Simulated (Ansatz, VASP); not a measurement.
## RbBr in VASP and in Ansatz

```
CELL_PARAMETERS angstrom
0.00000 3.49026 3.49026
3.49026 0.00000 3.49026
3.49026 3.49026 0.00000
ATOMIC_POSITIONS crystal
Rb 0.50000 0.50000 0.50000
Br 0.00000 0.00000 0.00000
```

Change from the starting cell: species swapped into the YbS type (Fm-3m, No. 225).

Alike in both runs: functional PBE; k mesh 4 × 4 × 4; occupations gaussian, width 0.15 eV; no spin polarisation.

Ansatz relaxed the structure, and its values are those at the end. VASP's run is a single point on that final structure, the one shown.

|  | VASP | Ansatz |
| --- | --- | --- |
| version | VASP 6.6.1 | Ansatz 0.2.0 |
| potentials or method | VASP PAW PBE potentials, release 64 (Rb_sv, Br), cutoff 500 eV | scalar-relativistic, plane waves, PAW |
| valence electrons in the cell | 16 | 16 |

|  | VASP | Ansatz | Ansatz less VASP |
| --- | --- | --- | --- |
| gap on the k mesh at the Fermi level (eV) | 4.23 | 4.23 | +0.002 |
| least direct gap on the mesh (eV) | 4.23 | 4.23 | +0.002 |
| pressure (GPa) | 0.2 | 0.2 | -0.01 |
